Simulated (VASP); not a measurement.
Write the native input for VASP 6.6.1 that does the following.

```yaml
Task: single point
Functional: LDA
Potentials_or_basis: VASP PAW LDA potentials, release 64 (Si, O)
Cutoff: 520 eV
k_mesh: 6 × 6 × 8
Occupations: gaussian, width 0.05 eV
Spin: no spin polarisation
Dipole_correction: no
Further_INCAR_settings: ALGO = Normal; EDIFF = 1e-06; NBANDS = 25
```

The structure of SiO2 lies in POSCAR:

```
SiO2
1.0
    4.1302000000      0.0000000000      0.0000000000
    0.0000000000      4.1302000000      0.0000000000
    0.0000000000      0.0000000000      2.5974000000
Si O
2 4
Direct
    0.5000000000      0.5000000000      0.5000000000
    0.0000000000      0.0000000000      0.0000000000
    0.6944252994      0.6944252994      0.0000000000
    0.1944252994      0.8055747006      0.5000000000
    0.3055747006      0.3055747006      0.0000000000
    0.8055747006      0.1944252994      0.5000000000
```

One way to write it, as run:

INCAR

```
SYSTEM = SiO2
ALGO     = Normal         ! electronic algorithm
EDIFF    = 1E-6           ! SCF threshold, eV
ENCUT    = 520            ! plane-wave cutoff, eV
ISIF     = 2              ! what is computed and relaxed
ISMEAR   = 0              ! smearing method
LASPH    = .TRUE.         ! aspherical terms in the spheres
LCHARG   = .FALSE.        ! write CHGCAR
LREAL    = .FALSE.        ! projectors in reciprocal space
LWAVE    = .FALSE.        ! write WAVECAR
NBANDS   = 25             ! bands
NELM     = 60             ! most SCF steps
PREC     = Accurate       ! precision mode
SIGMA    = 0.05           ! smearing width, eV
```

KPOINTS

```
k-points
0
G
  6 6 8
  0 0 0
```

Potentials or basis: VASP PAW LDA potentials, release 64 (Si, O).

The run is started by

```sh
$ cat potpaw_LDA.64/Si/POTCAR potpaw_LDA.64/O/POTCAR > POTCAR
$ mpirun -np 1 vasp_std > vasp.out
```

It gave:

```json
{
 "Pressure": "15.4 GPa",
 "Largest force": "0.219 eV/Å",
 "Band gap on the k mesh": "6.56 eV"
}
```

Caveat: the cell stands under pressure.

Run time: 67 s on 1 thread of AMD EPYC 7R13 (shared host), peak memory 0.13 GiB.
